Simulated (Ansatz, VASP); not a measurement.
Hf: VASP beside Ansatz

```
Hf
1.0
    -1.80500    1.80500    1.80500
     1.80500   -1.80500    1.80500
     1.80500    1.80500   -1.80500
Hf
1
Direct
  0.00000 0.00000 0.00000
```

Alike in both runs: task electric field gradients; functional r2SCAN; k mesh 16 × 16 × 16; occupations fermi-dirac, width 0.08 eV; no spin polarisation.

```csv
,VASP,Ansatz
version,VASP 6.6.1,Ansatz 0.2.0
potentials or method,"VASP PAW PBE potentials, release 64 (Hf_pv)","PAW with Ansatz's default frozen-core files, scalar-relativistic"
plane-wave cutoff (eV),440,500
valence electrons in the cell,10,26
```

VASP gave:

- pressure (GPa): -5.8

Q: What did Ansatz give for the same quantities?

A: Pressure (GPa): -5.3.

VASP's potentials were made for PBE, not for r2SCAN. VASP's potentials hold 10 valence electrons a cell and Ansatz's 26, so a difference there can come from the potentials and not from the codes.

Spin-orbit coupling is off throughout.
